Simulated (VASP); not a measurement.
# CdHg (P6_3/mmc) in VASP: electric field gradients with LDA

Aim: the electric field gradients of CdHg with LDA.

Everything below comes from runs of VASP 6.6.1. Logs are shortened: lines on timing, memory, paths and dates and some standing lists are left out, and cuts for length are marked.

### 1 The cell of the first run

Symmetry: P6_3/mmc, No. 194, hexagonal system. The conventional cell has a = 2.993 Å, b = 2.993 Å, c = 10.763 Å, α = 90.00°, β = 90.00°, γ = 120.00°. Cd (site symmetry -3m) has 6 Cd at 2.99 Å and 6 Hg at 3.20 Å within 3.9 Å. Hg (site symmetry -6m2) has 6 Hg at 2.99 Å and 6 Cd at 3.20 Å within 3.9 Å.

### 2 Electric field gradients, LDA

File INCAR:

```
PREC = Accurate
ENCUT = 520
EDIFF = 1E-8
ISMEAR = -1
SIGMA = 0.15
LREAL = F
LASPH = T
NELM = 100
ALGO = Fast
ISIF = 2
LWAVE = F
LCHARG = F
GGA = CA
LEFG = T
NBANDS = 32
```

File KPOINTS:

```
Automatic mesh
0
Gamma
  18 18 4
```

File POSCAR:

```
CdHg
1.0
    2.9930874737      0.0000000000      0.0000000000
   -1.4965437368      2.5920897880      0.0000000000
    0.0000000000      0.0000000000     10.7632750605
Cd Hg
2 2
Direct
    0.0000000000      0.0000000000      0.0000000000
    0.0000000000      0.0000000000      0.5000000000
    0.3333333333      0.6666666667      0.2500000000
    0.6666666667      0.3333333333      0.7500000000
```

Potentials or basis: VASP PAW LDA potentials, release 64 (Cd, Hg).

Command:

```bash
cat potpaw_LDA.64/Cd/POTCAR potpaw_LDA.64/Hg/POTCAR > POTCAR
mpirun -np 1 vasp_std > vasp.out
```

OUTCAR:

```text
PREC = Accurate
   ENCUT = 520
   EDIFF = 1E-8
   ISMEAR = -1
   LREAL = F
   LASPH = T
   NELM = 100
   ISIF = 2
   GGA = CA

 ion  position               nearest neighbor table
   1  0.000  0.000  0.000-   3 3.20   4 3.20   3 3.20   4 3.20   4 3.20   3 3.20
   2  0.000  0.000  0.500-   3 3.20   4 3.20   3 3.20   4 3.20   4 3.20   3 3.20
   3  0.333  0.667  0.250-   1 3.20   2 3.20   1 3.20   2 3.20   1 3.20   2 3.20
   4  0.667  0.333  0.750-   1 3.20   2 3.20   1 3.20   2 3.20   1 3.20   2 3.20

  LATTYP: Found a hexagonal cell.
 ALAT       =     2.9930874737
 C/A-ratio  =     3.5960442704

  Lattice vectors:

 A1 = (   2.9930874737,   0.0000000000,   0.0000000000)
 A2 = (  -1.4965437368,   2.5920897880,   0.0000000000)
 A3 = (   0.0000000000,   0.0000000000,  10.7632750605)

Analysis of symmetry for initial positions (statically):
=====================================================================
 Subroutine PRICEL returns:
 Original cell was already a primitive cell.

 Routine SETGRP: Setting up the symmetry group for a
 hexagonal supercell.

 Subroutine GETGRP returns: Found 24 space group operations
 (whereof 12 operations were pure point group operations)
 out of a pool of 24 trial point group operations.

The static configuration has the point symmetry D_3d.
 The point group associated with its full space group is D_6h.

Analysis of symmetry for dynamics (positions and initial velocities):
=====================================================================
 Subroutine PRICEL returns:
 Original cell was already a primitive cell.

 Routine SETGRP: Setting up the symmetry group for a
 hexagonal supercell.

 Subroutine GETGRP returns: Found 24 space group operations
 (whereof 12 operations were pure point group operations)
 out of a pool of 24 trial point group operations.

The dynamic configuration has the point symmetry D_3d.
 The point group associated with its full space group is D_6h.

 Subroutine INISYM returns: Found 24 space group operations
 (whereof 12 operations are pure point group operations),
 and found     1 'primitive' translations

----------------------------------------------------------------------------------------

                                     Primitive cell

  volume of cell :      83.5053

  direct lattice vectors                    reciprocal lattice vectors
     2.993087474  0.000000000  0.000000000     0.334103166  0.192894553  0.000000000
    -1.496543737  2.592089788  0.000000000     0.000000000  0.385789105  0.000000000
     0.000000000  0.000000000 10.763275060     0.000000000  0.000000000  0.092908524

  length of vectors
     2.993087474  2.993087474 10.763275060     0.385789105  0.385789105  0.092908524

  position of ions in fractional coordinates (direct lattice)
     0.000000000  0.000000000  0.000000000
     0.000000000  0.000000000  0.500000000
     0.333333333  0.666666667  0.250000000
     0.666666667  0.333333333  0.750000000

  ion indices of the primitive-cell ions
   primitive index   ion index
                 1           1
                 2           2
                 3           3
                 4           4

----------------------------------------------------------------------------------------

 KPOINTS: Automatic mesh

Automatic generation of k-mesh.
 Grid dimensions read from file:
 generate k-points for:   18   18    4

 Generating k-lattice:

  Cartesian coordinates                     Fractional coordinates (reciprocal lattice)
     0.018561287  0.010716364  0.000000000     0.055555556  0.000000000  0.000000000
     0.000000000  0.021432728  0.000000000     0.000000000  0.055555556  0.000000000
     0.000000000  0.000000000  0.023227131     0.000000000  0.000000000  0.250000000

  Length of vectors
     0.021432728  0.021432728  0.023227131

  Shift w.r.t. Gamma in fractional coordinates (k-lattice)
     0.000000000  0.000000000  0.000000000

 Subroutine IBZKPT returns following result:
 ===========================================

 Found    111 irreducible k-points:

 Following reciprocal coordinates:
            Coordinates               Weight
  0.000000  0.000000  0.000000      1.000000
  0.055556  0.000000  0.000000      6.000000
  0.111111  0.000000  0.000000      6.000000
  0.166667 -0.000000  0.000000      6.000000
  0.222222  0.000000  0.000000      6.000000
  0.277778  0.000000  0.000000      6.000000
[... 16 lines left out ...]
  0.333333  0.111111  0.000000     12.000000
  0.388889  0.111111  0.000000     12.000000
 [... further k-points ...]
   k-points           NKPTS =    111   k-points in BZ     NKDIM =    111   number of bands    NBANDS=     32
   number of dos      NEDOS =    301   number of ions     NIONS =      4
   total plane-waves  NPLWV =  46080
   dimension x,y,z NGX =    24 NGY =   24 NGZ =   80
   dimension x,y,z NGXF=    48 NGYF=   48 NGZF=  160
   ions per type =               2   2
   NGX,Y,Z   is equivalent  to a cutoff of  13.33, 13.33, 12.36 a.u.
   NGXF,Y,Z  is equivalent  to a cutoff of  26.66, 26.66, 24.71 a.u.
 SYSTEM =  unknown system
   PREC   = accura    normal or accurate (medium, high low for compatibility)
   ISTART =      0    job   : 0-new  1-cont  2-samecut
   ICHARG =      2    charge: 1-file 2-atom 10-const
   ISPIN  =      1    spin polarized calculation?
   LNONCOLLINEAR =      F non collinear calculations
   LSORBIT =      F    spin-orbit coupling
   LASPH  =      T    aspherical Exc in radial PAW
   ENCUT  =  520.0 eV  38.22 Ry    6.18 a.u.   5.57  5.57 20.01*2*pi/ulx,y,z
   NELM   =    100;   NELMIN=  2; NELMDL= -5     # of ELM steps
   EDIFF  = 0.1E-07   stopping-criterion for ELM
   LREAL  =      F    real-space projection
   EDIFFG = 0.1E-06   stopping-criterion for IOM
   NSW    =      0    number of steps for IOM
   IBRION =     -1    ionic relax: 0-MD 1-quasi-New 2-CG
   NFREE  =      0    steps in history (QN), initial steepest desc. (CG)
   ISIF   =      2    stress and relaxation
   ISYM   =      2    0-nonsym 1-usesym 2-fastsym
   POTIM  = 0.5000    time-step for ionic-motion
   TEBEG  =    0.0;   TEEND  =   0.0 temperature during run
   PSTRESS=    0.0 pullay stress
   NELECT =      48.0000    total number of electrons
   NUPDOWN=      -1.0000    fix difference up-down
   EMIN   =  10.00;   EMAX   =-10.00  energy-range for DOS
   EFERMI =   0.00;   METHOD = LEGACY
   ISMEAR =    -1;   SIGMA  =   0.15  broadening in eV -4-tet -1-fermi 0-gaus
   EFERMI_NEDOS =   21; number of points for ismear=-14 and -15
   IALGO  =     68    algorithm
   IMIX   =      4    mixing-type and parameters
     AMIX     =   0.40;   BMIX     =  1.00
     AMIX_MAG =   1.60;   BMIX_MAG =  1.00
  volume/ion in A,a.u.               =      20.88       140.88
  Fermi-wavevector in a.u.,A,eV,Ry     =   1.361185  2.572267 25.209224  1.852826
  Thomas-Fermi vector in A             =   2.487783
   LORBIT       =      0    0 simple, 1 ext, 2 COOP (PROOUT), +10 PAW based schemes
   GGA     = CA    functional components
   LHFCALC =     F    Hartree Fock is set to
   AEXX    =    0.0000 exact exchange contribution
   IVDW    =     0    specifies the selected vdW correction
   LEPSILON=     F    determine dielectric tensor
   LRPA    =     F    only Hartree local field effects (RPA)
 non-spin polarized calculation
 RMM-DIIS sequential band-by-band and
  energy-cutoff  :      520.00
  volume of cell :       83.51
 maximum number of plane-waves:      2296
 NGX is ok and might be reduce to    24
   NGX = 11   NGY = 11   NGZ = 41

 number of electron      47.9999989 magnetization

 Free energy of the ion-electron system (eV)
  ---------------------------------------------------
  ext. energy  EPLUGINS =         0.00000000
  ---------------------------------------------------
  free energy    TOTEN  =        -4.95058030 eV

  energy without entropy =       -4.86096158  energy(sigma->0) =       -4.90577094

 E-fermi :   3.4143     XC(G=0): -11.7060

 val. band max:        3.4129372104   @ k =   0.3889   0.0000   0.0000
 cond. band min:       3.4168758210   @ k =   0.1667   0.0556   0.2500
 fundamental gap:      0.0039386106
 Fermi energy:         3.4142982674

 k-point     1 :       0.0000    0.0000    0.0000
  band No.  band energies     occupation
      1      -6.6386      2.00000
      2      -6.3222      2.00000
      3      -6.3117      2.00000
      4      -6.0848      2.00000
      5      -5.7992      2.00000
      6      -5.7992      2.00000
[... 24 lines left out ...]
     31      18.0090      0.00000
     32      18.0451      0.00000

 k-point     2 :       0.0556    0.0000    0.0000
  band No.  band energies     occupation
      1      -6.5678      2.00000
      2      -6.2780      2.00000
      3      -6.2736      2.00000
      4      -6.0092      2.00000
      5      -5.8117      2.00000
      6      -5.8009      2.00000
[... 24 lines left out ...]
     31      17.3864      0.00000
     32      17.4605      0.00000

 k-point     3 :       0.1111    0.0000    0.0000
  band No.  band energies     occupation
      1      -6.3926      2.00000
      2      -6.1944      2.00000
      3      -6.1249      2.00000
      4      -5.8397      2.00000
      5      -5.8348      2.00000
      6      -5.7960      2.00000
[... 24 lines left out ...]
     31      16.0446      0.00000
     32      16.3058      0.00000

 k-point     4 :       0.1667   -0.0000    0.0000
  band No.  band energies     occupation
      1      -6.2231      2.00000
      2      -6.1280      2.00000
      3      -6.0046      2.00000
      4      -5.8412      2.00000
      5      -5.7004      2.00000
      6      -5.6412      2.00000
[... 24 lines left out ...]
     31      15.2045      0.00000
     32      16.3922      0.00000

 k-point     5 :       0.2222    0.0000    0.0000
  band No.  band energies     occupation
      1      -6.1873      2.00000
      2      -6.1547      2.00000
      3      -5.9556      2.00000
      4      -5.7767      2.00000
      5      -5.7755      2.00000
      6      -5.5914      2.00000
[... 584 lines left out ...]
     31      11.1573      0.00000
     32      12.4318      0.00000

 k-point    22 :       0.2778    0.1111    0.0000
  band No.  band energies     occupation
      1      -6.2434      2.00000
      2      -6.2031      2.00000
      3      -6.0409      2.00000
      4      -5.8997      2.00000
      5      -5.6753      2.00000
      6      -5.6706      2.00000
[... 24 lines left out ...]
     31      10.8003      0.00000
     32      11.4061      0.00000

 k-point    23 :       0.3333    0.1111    0.0000
  band No.  band energies     occupation
      1      -6.3218      2.00000
      2      -6.2745      2.00000
      3      -6.1145      2.00000
      4      -5.9977      2.00000
      5      -5.6274      2.00000
      6      -5.5963      2.00000
[... 24 lines left out ...]
     31      10.4297      0.00000
     32      11.1198      0.00000

 k-point    24 :       0.3889    0.1111    0.0000
  band No.  band energies     occupation
      1      -6.3727      2.00000
      2      -6.3215      2.00000
      3      -6.1612      2.00000
      4      -6.0605      2.00000
      5      -5.6040      2.00000
      6      -5.5603      2.00000
[... 24 lines left out ...]
     31       9.7480      0.00000
     32      11.1412      0.00000

 [... further k-points ...]
[... 5 lines left out ...]
  --------------------------------------------------------------------------------------
  -------------------------------------------------------------------------------------
  Total        0.4066727      0.4066727      0.2599323      0.0000000     -0.0000000      0.0000000
  in kB        7.8026417      7.8026417      4.9872013      0.0000000     -0.0000000      0.0000000
  external PRESSURE =       6.8641616 kB  Pullay stress =       0.0000000 kB

 VOLUME and BASIS-vectors are now :
 -----------------------------------------------------------------------------
  energy-cutoff  :      520.00
  volume of cell :       83.51
      direct lattice vectors                 reciprocal lattice vectors
     2.993087474  0.000000000  0.000000000     0.334103166  0.192894553  0.000000000
    -1.496543737  2.592089788  0.000000000     0.000000000  0.385789105  0.000000000
     0.000000000  0.000000000 10.763275060     0.000000000  0.000000000  0.092908524

 POSITION                                       TOTAL-FORCE (eV/Angst)
 -----------------------------------------------------------------------------------
      0.00000      0.00000      0.00000        -0.000000      0.000000     -0.000000
      0.00000      0.00000      5.38164        -0.000000      0.000000     -0.000000
     -0.00000      1.72806      2.69082        -0.000000     -0.000000     -0.000000
      1.49654      0.86403      8.07246         0.000000      0.000000      0.000000
 -----------------------------------------------------------------------------------
    total drift:                               -0.000000      0.000000     -0.000000

  FREE ENERGIE OF THE ION-ELECTRON SYSTEM (eV)
  ---------------------------------------------------
  free  energy   TOTEN  =        -4.9505803024 eV

  energy  without entropy=       -4.8609615804  energy(sigma->0) =       -4.90577094

 Electric field gradients (V/A^2)
---------------------------------------------------------------------
 ion       V_xx      V_yy      V_zz      V_xy      V_xz      V_yz
---------------------------------------------------------------------
   1     -35.102   -35.101    70.204     0.001     0.000    -0.000
   2     -35.102   -35.101    70.204     0.001    -0.000     0.000
   3     -44.931   -44.931    89.862     0.000     0.000     0.000
   4     -44.931   -44.931    89.862     0.000     0.000     0.000
---------------------------------------------------------------------

 Electric field gradients after diagonalization (V/A^2)
 (convention: |V_zz| > |V_xx| > |V_yy|)
----------------------------------------------------------------------
 ion       V_xx      V_yy      V_zz     asymmetry (V_yy - V_xx)/ V_zz
----------------------------------------------------------------------
   1     -35.103   -35.101    70.204       0.000
   2     -35.103   -35.101    70.204       0.000
   3     -44.931   -44.930    89.862       0.000
   4     -44.931   -44.930    89.862       0.000
----------------------------------------------------------------------

           NMR quadrupolar parameters

 Cq : quadrupolar parameter    Cq=e*Q*V_zz/h
 eta: asymmetry parameters     (V_yy - V_xx)/ V_zz
 Q  : nuclear electric quadrupole moment in mb (millibarn)
----------------------------------------------------------------------
 ion       Cq(MHz)       eta       Q (mb)
----------------------------------------------------------------------
   1       0.170       0.000       1.000
   2       0.170       0.000       1.000
   3       0.217       0.000       1.000
   4       0.217       0.000       1.000
----------------------------------------------------------------------
```

Run time: 5.6 min. Hardware: 1 thread of AMD EPYC 7R43 (Zen 3), shared host; peak memory 0.33 GiB.

Results:

```
Free energy                             : -4.9506 eV
Pressure                                : 0.7 GPa
Band gap on the k mesh                  : zero (bands 24 and 25 overlap by 3.92 eV)
Largest electric field gradient by atom : Cd +70.2; Hg +89.9 V/Å²
```

Levels at points of the mesh, in eV from the Fermi level:
```tsv
k point	band 20	band 21	band 22	band 23	band 24	band 25	band 26	band 27	band 28	band 29
(0.00, 0.00, 0.00)	-6.65	-6.65	-6.60	-6.60	-2.97	-2.56	4.70	4.96	12.04	13.83
(0.50, 0.00, 0.00)	-5.97	-2.44	-2.21	-1.60	-1.59	-0.67	0.09	2.05	3.04	4.20
(0.00, 0.00, 0.50)	-6.63	-6.63	-6.63	-5.58	-5.58	0.76	0.76	9.16	9.16	14.02
(0.50, 0.00, 0.50)	-5.97	-2.28	-2.28	-1.85	-1.85	0.43	0.43	1.47	1.47	5.87
```

Electric field gradients, principal values (V/Å²):
```tsv
atom	least	middle	greatest (by size)
1 Cd	-35.101	-35.103	70.204
2 Cd	-35.101	-35.103	70.204
3 Hg	-44.930	-44.931	89.862
4 Hg	-44.930	-44.931	89.862
```

Caveat: without QUAD_EFG the Cq values of the log hold for a quadrupole moment of 1 mb, not for the nuclei; spin-orbit coupling is left out, which moves the levels of the heavy elements.
